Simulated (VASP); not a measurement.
# CdSe (F-43m) in VASP: relaxation of cell and atoms with HSE06

Aim: the relaxation of cell and atoms of CdSe with HSE06.

Everything below comes from runs of VASP 6.6.1. Logs are shortened: lines on timing, memory, paths and dates and some standing lists are left out, and cuts for length are marked.

### 1 The cell of the first run

It takes space group F-43m (No. 216, cubic). Conventional cell: a = 6.136 Å, b = 6.136 Å, c = 6.136 Å, α = 90.00°, β = 90.00°, γ = 90.00°. Within 3.5 Å of Cd (site symmetry -43m) lie 4 Se at 2.66 Å. Se (site symmetry -43m) has 4 Cd at 2.66 Å within 3.5 Å.

### 2 Relaxation of cell and atoms, HSE06

Input file POSCAR:

```
CdSe
1.0
    0.0000000000      3.0678017005      3.0678017005
    3.0678017005      0.0000000000      3.0678017005
    3.0678017005      3.0678017005      0.0000000000
Cd Se
1 1
Direct
    0.0000000000      0.0000000000      0.0000000000
    0.7500000000      0.7500000000      0.7500000000
```

Input file INCAR.step1:

```
SYSTEM = CdSe
PREC     = Accurate       ! precision mode
ENCUT    = 600            ! plane-wave cutoff, eV
EDIFF    = 1E-5           ! SCF threshold, eV
ISMEAR   = -1             ! smearing method
SIGMA    = 0.02           ! smearing width, eV
LREAL    = .FALSE.        ! projectors in reciprocal space
LASPH    = .TRUE.         ! aspherical terms in the spheres
NELM     = 60             ! most SCF steps
ALGO     = Normal         ! electronic algorithm
LWAVE    = .TRUE.         ! write WAVECAR
LCHARG   = .FALSE.        ! write CHGCAR
GGA      = PE             ! functional
NBANDS   = 16             ! bands
```

Input file INCAR.step2:

```
SYSTEM = CdSe
PREC     = Accurate       ! precision mode
ENCUT    = 600            ! plane-wave cutoff, eV
EDIFF    = 1E-6           ! SCF threshold, eV
ISMEAR   = -1             ! smearing method
SIGMA    = 0.02           ! smearing width, eV
LREAL    = .FALSE.        ! projectors in reciprocal space
LASPH    = .TRUE.         ! aspherical terms in the spheres
NELM     = 60             ! most SCF steps
ALGO     = Normal         ! electronic algorithm
ISIF     = 3              ! what is computed and relaxed
LWAVE    = .FALSE.        ! write WAVECAR
LCHARG   = .FALSE.        ! write CHGCAR
GGA      = PE             ! functional
LHFCALC  = .TRUE.         ! exact exchange
HFSCREEN = 0.2079         ! screening, 1/A
PRECFOCK = Normal       
IBRION   = 2              ! ionic algorithm
NSW      = 80             ! ionic steps
EDIFFG   = -0.005         ! ionic threshold
ISTART   = 1
```

Input file KPOINTS:

```
Automatic mesh
0
G
  4 4 4
  0 0 0
```

Potentials or basis: VASP PAW PBE potentials, release 64 (Cd, Se).

Launch:

```console
$ cat potpaw_PBE.64/Cd/POTCAR potpaw_PBE.64/Se/POTCAR > POTCAR
$ cp INCAR.step1 INCAR
$ mpirun -np 1 vasp_std > vasp.out
$ cp INCAR.step2 INCAR
$ mpirun -np 1 vasp_std > vasp.out
```

OUTCAR:

```text
SYSTEM = CdSe
   PREC = Accurate
   ENCUT = 600
   EDIFF = 1E-6
   ISMEAR = -1
   LREAL = .FALSE.
   LASPH = .TRUE.
   NELM = 60
   ISIF = 3
   GGA = PE
   LHFCALC = .TRUE.
   HFSCREEN = 0.2079
   PRECFOCK = Normal
   IBRION = 2
   NSW = 80
   EDIFFG = -0.005
   ISTART = 1

 ion  position               nearest neighbor table
   1  0.000  0.000  0.000-   2 2.66   2 2.66   2 2.66   2 2.66
   2  0.750  0.750  0.750-   1 2.66   1 2.66   1 2.66   1 2.66

  LATTYP: Found a face centered cubic cell.
 ALAT       =     6.1356034010

  Lattice vectors:

 A1 = (   0.0000000000,   3.0678017005,   3.0678017005)
 A2 = (   3.0678017005,   0.0000000000,   3.0678017005)
 A3 = (   3.0678017005,   3.0678017005,   0.0000000000)

Analysis of symmetry for initial positions (statically):
=====================================================================
 Subroutine PRICEL returns:
 Original cell was already a primitive cell.

 Routine SETGRP: Setting up the symmetry group for a
 face centered cubic supercell.

 Subroutine GETGRP returns: Found 24 space group operations
 (whereof 24 operations were pure point group operations)
 out of a pool of 48 trial point group operations.

The static configuration has the point symmetry T_d .

Analysis of symmetry for dynamics (positions and initial velocities):
=====================================================================
 Subroutine PRICEL returns:
 Original cell was already a primitive cell.

 Routine SETGRP: Setting up the symmetry group for a
 face centered cubic supercell.

 Subroutine GETGRP returns: Found 24 space group operations
 (whereof 24 operations were pure point group operations)
 out of a pool of 48 trial point group operations.

The dynamic configuration has the point symmetry T_d .

 Subroutine INISYM returns: Found 24 space group operations
 (whereof 24 operations are pure point group operations),
 and found     1 'primitive' translations

----------------------------------------------------------------------------------------

                                     Primitive cell

  volume of cell :      57.7447

  direct lattice vectors                    reciprocal lattice vectors
     0.000000000  3.067801701  3.067801701    -0.162983155  0.162983155  0.162983155
     3.067801701  0.000000000  3.067801701     0.162983155 -0.162983155  0.162983155
     3.067801701  3.067801701  0.000000000     0.162983155  0.162983155 -0.162983155

  length of vectors
     4.338526772  4.338526772  4.338526772     0.282295105  0.282295105  0.282295105

  position of ions in fractional coordinates (direct lattice)
     0.000000000  0.000000000  0.000000000
     0.750000000  0.750000000  0.750000000

  ion indices of the primitive-cell ions
   primitive index   ion index
                 1           1
                 2           2

----------------------------------------------------------------------------------------

 KPOINTS: Automatic mesh

Automatic generation of k-mesh.
 Grid dimensions read from file:
 generate k-points for:    4    4    4

 Generating k-lattice:

  Cartesian coordinates                     Fractional coordinates (reciprocal lattice)
    -0.040745789  0.040745789  0.040745789     0.250000000  0.000000000  0.000000000
     0.040745789 -0.040745789  0.040745789     0.000000000  0.250000000  0.000000000
     0.040745789  0.040745789 -0.040745789     0.000000000  0.000000000  0.250000000

  Length of vectors
     0.070573776  0.070573776  0.070573776

  Shift w.r.t. Gamma in fractional coordinates (k-lattice)
     0.000000000  0.000000000  0.000000000

 Subroutine IBZKPT returns following result:
 ===========================================

 Found      8 irreducible k-points:

 Following reciprocal coordinates:
            Coordinates               Weight
  0.000000  0.000000  0.000000      1.000000
  0.250000  0.000000  0.000000      8.000000
  0.500000  0.000000  0.000000      4.000000
  0.250000  0.250000  0.000000      6.000000
  0.500000  0.250000  0.000000     24.000000
 -0.250000  0.250000  0.000000     12.000000
  0.500000  0.500000  0.000000      3.000000
 -0.250000  0.500000  0.250000      6.000000
   k-points           NKPTS =      8   k-points in BZ     NKDIM =     64   number of bands    NBANDS=     13
   number of dos      NEDOS =    301   number of ions     NIONS =      2
   total plane-waves  NPLWV =  46656
   dimension x,y,z NGX =    36 NGY =   36 NGZ =   36
   dimension x,y,z NGXF=    72 NGYF=   72 NGZF=   72
   ions per type =               1   1
   NGX,Y,Z   is equivalent  to a cutoff of  13.79, 13.79, 13.79 a.u.
   NGXF,Y,Z  is equivalent  to a cutoff of  27.59, 27.59, 27.59 a.u.
 SYSTEM =  CdSe
   PREC   = accura    normal or accurate (medium, high low for compatibility)
   ISTART =      1    job   : 0-new  1-cont  2-samecut
   ICHARG =      0    charge: 1-file 2-atom 10-const
   ISPIN  =      1    spin polarized calculation?
   LNONCOLLINEAR =      F non collinear calculations
   LSORBIT =      F    spin-orbit coupling
   LASPH  =      T    aspherical Exc in radial PAW
   ENCUT  =  600.0 eV  44.10 Ry    6.64 a.u.   8.67  8.67  8.67*2*pi/ulx,y,z
   NELM   =     60;   NELMIN=  2; NELMDL=  0     # of ELM steps
   EDIFF  = 0.1E-05   stopping-criterion for ELM
   LREAL  =      F    real-space projection
   EDIFFG = -.5E-02   stopping-criterion for IOM
   NSW    =     80    number of steps for IOM
   IBRION =      2    ionic relax: 0-MD 1-quasi-New 2-CG
   NFREE  =      1    steps in history (QN), initial steepest desc. (CG)
   ISIF   =      3    stress and relaxation
   ISYM   =      3    0-nonsym 1-usesym 2-fastsym
   POTIM  = 0.5000    time-step for ionic-motion
   TEBEG  =    0.0;   TEEND  =   0.0 temperature during run
   PSTRESS=    0.0 pullay stress
   NELECT =      18.0000    total number of electrons
   NUPDOWN=      -1.0000    fix difference up-down
   EMIN   =  10.00;   EMAX   =-10.00  energy-range for DOS
   EFERMI =   0.00;   METHOD = LEGACY
   ISMEAR =    -1;   SIGMA  =   0.02  broadening in eV -4-tet -1-fermi 0-gaus
   EFERMI_NEDOS =   21; number of points for ismear=-14 and -15
   IALGO  =     38    algorithm
   IMIX   =      1    mixing-type and parameters
     AMIX     =   0.40;   BMIX     =  1.00
     AMIX_MAG =   1.60;   BMIX_MAG =  1.00
  volume/ion in A,a.u.               =      28.87       194.84
  Fermi-wavevector in a.u.,A,eV,Ry     =   1.110014  2.097622 16.764155  1.232131
  Thomas-Fermi vector in A             =   2.246560
   LORBIT       =      0    0 simple, 1 ext, 2 COOP (PROOUT), +10 PAW based schemes
   GGA     = PE    functional components
   LHFCALC =     T    Hartree Fock is set to
   PRECFOCK=normal    Normal, Fast or Accurate (Low or Medium for compatibility)
   ENCUT4O =  -1.0   cutoff for four orbital integrals eV
   NKREDX  =     1    reduce k-point grid by
   NKREDY  =     1    reduce k-point grid by
   NKREDZ  =     1    reduce k-point grid by
   AEXX    =    0.2500 exact exchange contribution
   HFSCREEN=    0.2079 screening length (either q_TF or 0.3 A-1)
   HFSCREENC=   0.2079 screening length for correlation (either q_TF or 0.3 A-1)
   ENCUTFOCK=  -1.0 apply spherical cutoff to Coloumb kernel
   IVDW    =     0    specifies the selected vdW correction
   LEPSILON=     F    determine dielectric tensor
   LRPA    =     F    only Hartree local field effects (RPA)
 conjugate gradient relaxation of ions
 non-spin polarized calculation
  energy-cutoff  :      600.00
  volume of cell :       57.74
 maximum number of plane-waves:      1964
 NGX is ok and might be reduce to    36
  NGX = 28; NGY = 28; NGZ = 28

--------------------------------------- Ionic step        1  -------------------------------------------

 number of electron      17.9999997 magnetization

 Free energy of the ion-electron system (eV)
  ---------------------------------------------------
  ext. energy  EPLUGINS =         0.00000000
  ---------------------------------------------------
  free energy    TOTEN  =        -6.81342879 eV

  energy without entropy =       -6.81342879  energy(sigma->0) =       -6.81342879

------------------------ aborting loop because EDIFF is reached ----------------------------------------

  FORCE on cell =-STRESS in cart. coord.  units (eV):
  Direction    XX          YY          ZZ          XY          YZ          ZX
  --------------------------------------------------------------------------------------
  -------------------------------------------------------------------------------------
  Total        0.1721605      0.1721605      0.1721605     -0.0000000     -0.0000000     -0.0000000
  in kB        4.7767482      4.7767482      4.7767482     -0.0000000     -0.0000000     -0.0000000
  external PRESSURE =       4.7767482 kB  Pullay stress =       0.0000000 kB
[... 57 lines left out ...]
  energy  without entropy=       -6.8142460178  energy(sigma->0) =       -6.81424602

--------------------------------------- Ionic step        3  -------------------------------------------

 number of electron      17.9999998 magnetization

 Free energy of the ion-electron system (eV)
  ---------------------------------------------------
  ext. energy  EPLUGINS =         0.00000000
  ---------------------------------------------------
  free energy    TOTEN  =        -6.81430933 eV

  energy without entropy =       -6.81430933  energy(sigma->0) =       -6.81430933

 E-fermi :   0.5723     XC(G=0):  -7.2537

 val. band max:        0.0805823744   @ k =   0.0000   0.0000   0.0000
 cond. band min:       1.5568368199   @ k =   0.0000   0.0000   0.0000
 fundamental gap:      1.4762544456
 Fermi energy:         0.5723308460

 k-point     1 :       0.0000    0.0000    0.0000
  band No.  band energies     occupation
      1     -13.3988      2.00000
      2      -8.9624      2.00000
      3      -8.9624      2.00000
      4      -8.9624      2.00000
      5      -8.6251      2.00000
      6      -8.6251      2.00000
      7       0.0806      2.00000
      8       0.0806      2.00000
      9       0.0806      2.00000
     10       1.5568      0.00000
     11       7.0499      0.00000
     12       7.0499      0.00000
     13       7.0499      0.00000
[... 139 lines left out ...]
  FREE ENERGIE OF THE ION-ELECTRON SYSTEM (eV)
  ---------------------------------------------------
  free  energy   TOTEN  =        -6.8143093257 eV

  energy  without entropy=       -6.8143093257  energy(sigma->0) =       -6.81430933

 reached required accuracy - stopping structural energy minimisation
```

Wall time 23 min (1 thread of Intel Xeon Platinum 8488C (Sapphire Rapids), shared host); peak memory 0.34 GiB.

Results:

```yaml
Free_energy: -6.8143 eV
Relaxed_volume: 29.16 Å³/atom
Relaxed_cell: a = 4.353 Å, b = 4.353 Å, c = 4.353 Å, α = 60.00°, β = 60.00°, γ = 60.00°
Space_group_after_relaxing_to_0.1_Å: F-43m (No. 216)
Energy_gained_by_relaxing: 0.4 meV/atom
Ionic_steps: 3
Pressure_after_relaxing: 0.0 GPa
Band_gap_on_the_k_mesh: 1.48 eV
```

The path:
| step | energy change (eV) | largest force (eV/Å) | pressure (GPa) | volume (Å³) |
| --- | --- | --- | --- | --- |
| 1 | 0.0000 | 0.0000 | 0.48 | 57.74 |
| 2 | -0.0008 | 0.0000 | -0.13 | 58.47 |
| 3 | -0.0009 | 0.0000 | 0.00 | 58.32 |

Final structure:
```xyz
2
Lattice="0.0000 3.0780 3.0780 3.0780 0.0000 3.0780 3.0780 3.0780 0.0000" Properties=species:S:1:pos:R:3 pbc="T T T"
Cd    0.0000    0.0000    0.0000
Se    4.6170    4.6170    4.6170
```

Levels at points of the mesh, in eV from the valence-band top:
```csv
k point,band 5,band 6,band 7,band 8,band 9,band 10,band 11,band 12,band 13
"(0.00, 0.00, 0.00)",-8.71,-8.71,0.00,0.00,0.00,1.48,6.97,6.97,6.97
"(0.50, 0.00, 0.00)",-8.69,-8.40,-4.45,-0.74,-0.74,3.33,7.45,7.45,8.40
"(0.50, 0.50, 0.00)",-8.66,-8.32,-4.17,-1.85,-1.85,4.01,4.71,10.15,11.36
```

Caveat: the k points lie up to 0.44 Å⁻¹ apart in the final cell; the PAW data sets were made with another functional, which shifts forces and pressure a little.
